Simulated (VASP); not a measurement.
A run of VASP 6.6.1 is set up as follows.

Contents of INCAR:

```
  PREC = Accurate
  ENCUT = 520
  EDIFF = 1E-6
  ISMEAR = 0
  SIGMA = 0.05
  LREAL = F
  LASPH = T
  NELM = 100
  ALGO = Normal
  ISIF = 2
  LWAVE = F
  LCHARG = F
  GGA = CA
  NBANDS = 31
```

The input KPOINTS:

```
Automatic mesh
0
Gamma
  6 6 8
```

POSCAR

```
HfO2
1.0
    4.8367881316      0.0000000000      0.0000000000
    0.0000000000      4.7888991402      0.0000000000
    0.0000000000      0.0000000000      3.1858186410
Hf O
2 4
Direct
    0.0000000000      0.0000000000      0.0000000000
    0.5000000000      0.5000000000      0.5000000000
    0.1951075730      0.8048924270      0.5000000000
    0.3048924270      0.3048924270      0.0000000000
    0.6951075730      0.6951075730      0.0000000000
    0.8048924270      0.1951075730      0.5000000000
```

Potentials or basis: VASP PAW LDA potentials, release 64 (Hf_pv, O).

Command:

```sh
$ cat potpaw_LDA.64/Hf_pv/POTCAR potpaw_LDA.64/O/POTCAR > POTCAR
$ mpirun -np 1 vasp_std > vasp.out
```

(1) Estimate the largest force.

(2) Estimate the band gap on the k mesh.

(3) Predict the pressure.

Results:

(1) 0.046 eV/Å.

(2) 3.79 eV.

(3) -4.3 GPa.

Caveat: the cell differs from its parent crystal (strain +0.0100 x Voigt [1, 0, 0, 0, 0, 0]); the cell stands under tension; spin-orbit coupling is left out, which moves the levels of the heavy elements.
